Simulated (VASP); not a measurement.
Input of a VASP 6.6.1 run:

POSCAR

```
ZrC
1.0
    0.0000000000      2.5455200000      2.5455200000
    2.5455200000      0.0000000000      2.5455200000
    2.5455200000      2.5455200000      0.0000000000
Zr C
1 1
Direct
    0.5000000000      0.5000000000      0.5000000000
    0.7500000000      0.7500000000      0.7500000000
```

INCAR.step1

```
PREC = Accurate ; ENCUT = 520
EDIFF = 1E-5 ; ISMEAR = -1
SIGMA = 0.05 ; LREAL = F
LASPH = T ; NELM = 100
ALGO = Normal ; ISIF = 2
LWAVE = T ; LCHARG = F
GGA = PE ; NBANDS = 15
```

Contents of INCAR.step2:

```
PREC = Accurate ; ENCUT = 520
EDIFF = 1E-6 ; ISMEAR = -1
SIGMA = 0.05 ; LREAL = F
LASPH = T ; NELM = 100
ALGO = Normal ; ISIF = 2
LWAVE = F ; LCHARG = F
GGA = B3 ; LHFCALC = T
AEXX = 0.2 ; AGGAX = 0.72
AGGAC = 0.81 ; ALDAC = 0.19
PRECFOCK = Normal ; ISTART = 1
NBANDS = 15
```

Contents of KPOINTS:

```
Automatic mesh
0
Gamma
  5 5 5
```

Potentials or basis: VASP PAW PBE potentials, release 64 (Zr_sv, C).

Launch:

```console
$ cat potpaw_PBE.64/Zr_sv/POTCAR potpaw_PBE.64/C/POTCAR > POTCAR
$ cp INCAR.step1 INCAR
$ mpirun -np 1 vasp_std > vasp.out
$ cp INCAR.step2 INCAR
$ mpirun -np 1 vasp_std > vasp.out
```

Q: Estimate the pressure.

A: 2.9 GPa.

Q: Predict the band gap on the k mesh.

A: 1.95 eV.

Caveat: the k points lie up to 0.43 Å⁻¹ apart; the PAW data sets were made with another functional, which shifts forces and pressure a little; an odd mesh through Γ misses points on the zone boundary, where band edges can lie.
